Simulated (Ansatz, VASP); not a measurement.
## Al3Tl2In2Ga5N12 in VASP and in Ansatz

```
N Al Ga In Tl
1.0
    -4.69879   -4.69847   -0.00431
    -0.00308    4.70594    4.72246
    -4.69988    4.69521   -4.70871
N Al Ga In Tl
12 3 5 2 2
Direct
  0.35552 0.19989 0.90113
  0.83933 0.19460 0.88151
  0.65536 0.30269 0.56010
  0.15963 0.33276 0.58321
  0.50368 0.50164 0.26072
  0.98221 0.47158 0.24509
  0.32441 0.64450 0.91654
  0.81827 0.63880 0.94142
  0.64937 0.85056 0.57459
  0.19325 0.84575 0.60189
  0.52475 0.01016 0.25510
  0.98052 0.00387 0.27863
  0.82993 0.16900 0.64998
  0.66455 0.32689 0.32709
  0.65948 0.83336 0.33878
  0.33848 0.17511 0.65998
  0.16483 0.33406 0.33985
  0.49598 0.49924 0.01208
  0.99841 0.49082 0.99888
  0.33124 0.66046 0.67143
  0.50333 0.00184 0.99071
  0.16731 0.82646 0.33755
  0.00038 0.01029 0.00272
  0.82098 0.65805 0.66847
```

Alike in both runs: functional PBE; k mesh 3 × 3 × 2; occupations gaussian, width 0.1 eV; no spin polarisation.

Ansatz relaxed the structure, and its values are those at the end. VASP's run is a single point on that final structure, the one shown.

|  | VASP | Ansatz |
| --- | --- | --- |
| version | VASP 6.6.1 | Ansatz 0.2.0 |
| potentials or method | VASP PAW PBE potentials, release 64 (N, Al, Ga_d, In_d, Tl_d), cutoff 520 eV | scalar-relativistic, plane waves, PAW |
| valence electrons in the cell | 186 | 186 |

|  | VASP | Ansatz | Ansatz less VASP |
| --- | --- | --- | --- |
| gap on the k mesh at the Fermi level (eV) | 0.53 | 0.53 | +0.006 |
| least direct gap on the mesh (eV) | 0.53 | 0.53 | +0.006 |
| pressure (GPa) | 0.0 | 0.0 | -0.04 |
| rms of the force components (eV/Å) | 0.014 | 0.009 | -0.0055 |

Neither program's run includes spin-orbit coupling.
